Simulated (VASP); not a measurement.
# InSb (I-4m2) in VASP: single point with PBE

Aim: the single point of InSb with PBE.

All numbers are computed with VASP 6.6.1; they aren't measurements. Logs are shortened: lines on timing, memory, paths and dates and some standing lists are left out, and cuts for length are marked.

### 1 The cell of the first run

The structure is tetragonal, space group I-4m2 (No. 119). The conventional cell has a = 4.718 Å, b = 4.718 Å, c = 6.478 Å, α = 90.00°, β = 90.00°, γ = 90.00°. Within 3.8 Å of In (site symmetry -4m2) lie 4 Sb at 2.86 Å. Sb (site symmetry -4m2) has 4 In at 2.86 Å within 3.8 Å.

### 2 Single point, PBE (equal xx and yy strain of +3 %)

INCAR reads:

```
SYSTEM = InSb
PREC = Accurate ; ENCUT = 520
EDIFF = 1E-6 ; ISMEAR = -1
SIGMA = 0.03 ; LREAL = .FALSE.
LASPH = .TRUE. ; NELM = 100
ALGO = Normal ; ISIF = 2
LWAVE = .FALSE. ; LCHARG = .FALSE.
GGA = PE ; NBANDS = 16
```

KPOINTS reads:

```
regular mesh
0
G
  10 10 10
  0 0 0
```

POSCAR reads:

```
InSb
1.0
    0.0000000000      3.3362730000      3.2391000000
    3.3362730000      0.0000000000      3.2391000000
    3.3362730000      3.3362730000      0.0000000000
In Sb
1 1
Direct
    0.0000000000      0.0000000000      0.0000000000
    0.7500000000      0.7500000000      0.7500000000
```

Potentials or basis: VASP PAW PBE potentials, release 64 (In_d, Sb).

On the command line:

```sh
$ cat potpaw_PBE.64/In_d/POTCAR potpaw_PBE.64/Sb/POTCAR > POTCAR
$ mpirun -np 1 vasp_std > vasp.out
```

OUTCAR:

```text
SYSTEM = InSb
   PREC = Accurate
   ENCUT = 520
   EDIFF = 1E-6
   ISMEAR = -1
   LREAL = .FALSE.
   LASPH = .TRUE.
   NELM = 100
   ISIF = 2
   GGA = PE

 ion  position               nearest neighbor table
   1  0.000  0.000  0.000-   2 2.86   2 2.86   2 2.86   2 2.86
   2  0.750  0.750  0.750-   1 2.86   1 2.86   1 2.86   1 2.86

  LATTYP: Found a body centered tetragonal cell.
 ALAT       =     4.7182025244
 C/A-ratio  =     1.3730228761

  Lattice vectors:

 A1 = (   0.0000000000,  -3.3362730000,  -3.2391000000)
 A2 = (   0.0000000000,   3.3362730000,  -3.2391000000)
 A3 = (   3.3362730000,   0.0000000000,   3.2391000000)

Analysis of symmetry for initial positions (statically):
=====================================================================
 Subroutine PRICEL returns:
 Original cell was already a primitive cell.

 Routine SETGRP: Setting up the symmetry group for a
 body centered tetragonal supercell.

 Subroutine GETGRP returns: Found  8 space group operations
 (whereof  8 operations were pure point group operations)
 out of a pool of 16 trial point group operations.

The static configuration has the point symmetry D_2d.

Analysis of symmetry for dynamics (positions and initial velocities):
=====================================================================
 Subroutine PRICEL returns:
 Original cell was already a primitive cell.

 Routine SETGRP: Setting up the symmetry group for a
 body centered tetragonal supercell.

 Subroutine GETGRP returns: Found  8 space group operations
 (whereof  8 operations were pure point group operations)
 out of a pool of 16 trial point group operations.

The dynamic configuration has the point symmetry D_2d.

 Subroutine INISYM returns: Found  8 space group operations
 (whereof  8 operations are pure point group operations),
 and found     1 'primitive' translations

----------------------------------------------------------------------------------------

                                     Primitive cell

  volume of cell :      72.1070

  direct lattice vectors                    reciprocal lattice vectors
     0.000000000  3.336273000  3.239100000    -0.149867832  0.149867832  0.154363867
     3.336273000  0.000000000  3.239100000     0.149867832 -0.149867832  0.154363867
     3.336273000  3.336273000  0.000000000     0.149867832  0.149867832 -0.154363867

  length of vectors
     4.649998531  4.649998531  4.718202524     0.262200185  0.262200185  0.262200185

  position of ions in fractional coordinates (direct lattice)
     0.000000000  0.000000000  0.000000000
     0.750000000  0.750000000  0.750000000

  ion indices of the primitive-cell ions
   primitive index   ion index
                 1           1
                 2           2

----------------------------------------------------------------------------------------

 KPOINTS: regular mesh

Automatic generation of k-mesh.
 Grid dimensions read from file:
 generate k-points for:   10   10   10

 Generating k-lattice:

  Cartesian coordinates                     Fractional coordinates (reciprocal lattice)
    -0.014986783  0.014986783  0.015436387     0.100000000  0.000000000  0.000000000
     0.014986783 -0.014986783  0.015436387     0.000000000  0.100000000  0.000000000
     0.014986783  0.014986783 -0.015436387    -0.000000000 -0.000000000  0.100000000

  Length of vectors
     0.026220019  0.026220019  0.026220019

  Shift w.r.t. Gamma in fractional coordinates (k-lattice)
     0.000000000  0.000000000  0.000000000

 Subroutine IBZKPT returns following result:
 ===========================================

 Found    102 irreducible k-points:

 Following reciprocal coordinates:
            Coordinates               Weight
  0.000000  0.000000  0.000000      1.000000
  0.100000  0.000000  0.000000      8.000000
  0.200000  0.000000  0.000000      8.000000
  0.300000  0.000000  0.000000      8.000000
  0.400000  0.000000  0.000000      8.000000
  0.500000  0.000000  0.000000      4.000000
[... 16 lines left out ...]
  0.300000  0.300000  0.000000      2.000000
  0.400000  0.300000  0.000000      8.000000
 [... further k-points ...]
   k-points           NKPTS =    102   k-points in BZ     NKDIM =    102   number of bands    NBANDS=     16
   number of dos      NEDOS =    301   number of ions     NIONS =      2
   total plane-waves  NPLWV =  46656
   dimension x,y,z NGX =    36 NGY =   36 NGZ =   36
   dimension x,y,z NGXF=    72 NGYF=   72 NGZF=   72
   ions per type =               1   1
   NGX,Y,Z   is equivalent  to a cutoff of  12.87, 12.87, 12.68 a.u.
   NGXF,Y,Z  is equivalent  to a cutoff of  25.74, 25.74, 25.37 a.u.
 SYSTEM =  InSb
   PREC   = accura    normal or accurate (medium, high low for compatibility)
   ISTART =      0    job   : 0-new  1-cont  2-samecut
   ICHARG =      2    charge: 1-file 2-atom 10-const
   ISPIN  =      1    spin polarized calculation?
   LNONCOLLINEAR =      F non collinear calculations
   LSORBIT =      F    spin-orbit coupling
   LASPH  =      T    aspherical Exc in radial PAW
   ENCUT  =  520.0 eV  38.22 Ry    6.18 a.u.   8.65  8.65  8.77*2*pi/ulx,y,z
   NELM   =    100;   NELMIN=  2; NELMDL= -5     # of ELM steps
   EDIFF  = 0.1E-05   stopping-criterion for ELM
   LREAL  =      F    real-space projection
   EDIFFG = 0.1E-04   stopping-criterion for IOM
   NSW    =      0    number of steps for IOM
   IBRION =     -1    ionic relax: 0-MD 1-quasi-New 2-CG
   NFREE  =      0    steps in history (QN), initial steepest desc. (CG)
   ISIF   =      2    stress and relaxation
   ISYM   =      2    0-nonsym 1-usesym 2-fastsym
   POTIM  = 0.5000    time-step for ionic-motion
   TEBEG  =    0.0;   TEEND  =   0.0 temperature during run
   PSTRESS=    0.0 pullay stress
   NELECT =      18.0000    total number of electrons
   NUPDOWN=      -1.0000    fix difference up-down
   EMIN   =  10.00;   EMAX   =-10.00  energy-range for DOS
   EFERMI =   0.00;   METHOD = LEGACY
   ISMEAR =    -1;   SIGMA  =   0.03  broadening in eV -4-tet -1-fermi 0-gaus
   EFERMI_NEDOS =   21; number of points for ismear=-14 and -15
   IALGO  =     38    algorithm
   IMIX   =      4    mixing-type and parameters
     AMIX     =   0.40;   BMIX     =  1.00
     AMIX_MAG =   1.60;   BMIX_MAG =  1.00
  volume/ion in A,a.u.               =      36.05       243.30
  Fermi-wavevector in a.u.,A,eV,Ry     =   1.030797  1.947924 14.456769  1.062543
  Thomas-Fermi vector in A             =   2.164913
   LORBIT       =      0    0 simple, 1 ext, 2 COOP (PROOUT), +10 PAW based schemes
   GGA     = PE    functional components
   LHFCALC =     F    Hartree Fock is set to
   AEXX    =    0.0000 exact exchange contribution
   IVDW    =     0    specifies the selected vdW correction
   LEPSILON=     F    determine dielectric tensor
   LRPA    =     F    only Hartree local field effects (RPA)
 non-spin polarized calculation
  energy-cutoff  :      520.00
  volume of cell :       72.11
 maximum number of plane-waves:      1964
   NGX = 17   NGY = 17   NGZ = 17

 number of electron      18.0000006 magnetization

 Free energy of the ion-electron system (eV)
  ---------------------------------------------------
  ext. energy  EPLUGINS =         0.00000000
  ---------------------------------------------------
  free energy    TOTEN  =        -6.94760682 eV

  energy without entropy =       -6.94750574  energy(sigma->0) =       -6.94755628

 E-fermi :   4.5549     XC(G=0):  -8.4372

 val. band max:        4.4589075342   @ k =   0.0000   0.0000   0.0000
 cond. band min:       4.5922042426   @ k =   0.0000   0.0000   0.0000
 fundamental gap:      0.1332967084
 Fermi energy:         4.5548747808

 k-point     1 :       0.0000    0.0000    0.0000
  band No.  band energies     occupation
      1      -9.9888      2.00000
      2      -9.9888      2.00000
      3      -9.9826      2.00000
      4      -9.9199      2.00000
      5      -9.9145      2.00000
      6      -5.8538      2.00000
[... 8 lines left out ...]
     15      12.4579      0.00000
     16      12.8487      0.00000

 k-point     2 :       0.1000    0.0000    0.0000
  band No.  band energies     occupation
      1      -9.9912      2.00000
      2      -9.9871      2.00000
      3      -9.9821      2.00000
      4      -9.9200      2.00000
      5      -9.9145      2.00000
      6      -5.7705      2.00000
[... 8 lines left out ...]
     15      11.9371      0.00000
     16      12.2035      0.00000

 k-point     3 :       0.2000    0.0000    0.0000
  band No.  band energies     occupation
      1      -9.9998      2.00000
      2      -9.9828      2.00000
      3      -9.9787      2.00000
      4      -9.9203      2.00000
      5      -9.9143      2.00000
      6      -5.5309      2.00000
[... 8 lines left out ...]
     15      11.6279      0.00000
     16      11.8356      0.00000

 k-point     4 :       0.3000    0.0000    0.0000
  band No.  band energies     occupation
      1     -10.0109      2.00000
      2      -9.9780      2.00000
      3      -9.9742      2.00000
      4      -9.9202      2.00000
      5      -9.9136      2.00000
      6      -5.1750      2.00000
[... 8 lines left out ...]
     15      11.9337      0.00000
     16      11.9831      0.00000
[... 324 lines left out ...]
 k-point    22 :      -0.2000    0.2000    0.0000
  band No.  band energies     occupation
      1     -10.0159      2.00000
      2      -9.9760      2.00000
      3      -9.9695      2.00000
      4      -9.9193      2.00000
      5      -9.9158      2.00000
      6      -5.0575      2.00000
[... 8 lines left out ...]
     15      12.6617      0.00000
     16      13.1129      0.00000

 k-point    23 :       0.3000    0.3000    0.0000
  band No.  band energies     occupation
      1     -10.0280      2.00000
      2      -9.9655      2.00000
      3      -9.9655      2.00000
      4      -9.9301      2.00000
      5      -9.9088      2.00000
      6      -4.8998      2.00000
[... 8 lines left out ...]
     15      13.3889      0.00000
     16      14.1023      0.00000

 k-point    24 :       0.4000    0.3000    0.0000
  band No.  band energies     occupation
      1     -10.0359      2.00000
      2      -9.9616      2.00000
      3      -9.9611      2.00000
      4      -9.9316      2.00000
      5      -9.9080      2.00000
      6      -4.5862      2.00000
[... 8 lines left out ...]
     15      13.8884      0.00000
     16      14.4561      0.00000

 [... further k-points ...]
[... 5 lines left out ...]
  --------------------------------------------------------------------------------------
  -------------------------------------------------------------------------------------
  Total        0.0907131      0.0907131      0.4183848      0.0000000      0.0000000      0.0000000
  in kB        2.0155935      2.0155935      9.2962745      0.0000000      0.0000000      0.0000000
  external PRESSURE =       4.4424872 kB  Pullay stress =       0.0000000 kB

 VOLUME and BASIS-vectors are now :
 -----------------------------------------------------------------------------
  energy-cutoff  :      520.00
  volume of cell :       72.11
      direct lattice vectors                 reciprocal lattice vectors
     0.000000000  3.336273000  3.239100000    -0.149867832  0.149867832  0.154363867
     3.336273000  0.000000000  3.239100000     0.149867832 -0.149867832  0.154363867
     3.336273000  3.336273000  0.000000000     0.149867832  0.149867832 -0.154363867

 POSITION                                       TOTAL-FORCE (eV/Angst)
 -----------------------------------------------------------------------------------
      0.00000      0.00000      0.00000        -0.000000     -0.000000     -0.000000
      5.00441      5.00441      4.85865         0.000000      0.000000      0.000000
 -----------------------------------------------------------------------------------
    total drift:                                0.000000      0.000000      0.000000

  FREE ENERGIE OF THE ION-ELECTRON SYSTEM (eV)
  ---------------------------------------------------
  free  energy   TOTEN  =        -6.9476068221 eV

  energy  without entropy=       -6.9475057391  energy(sigma->0) =       -6.94755628
```

It took 54 s on 1 thread of Intel Xeon Platinum 8488C (Sapphire Rapids), shared host; peak memory 0.28 GiB.

What came out:

```yaml
Free_energy: -6.9476 eV
Pressure: 0.4 GPa
Band_gap_on_the_k_mesh: 0.13 eV, direct
```

Caveat: the cell differs from its parent crystal (equal xx and yy strain of +3 %); spin-orbit coupling is left out, which moves the levels of the heavy elements.
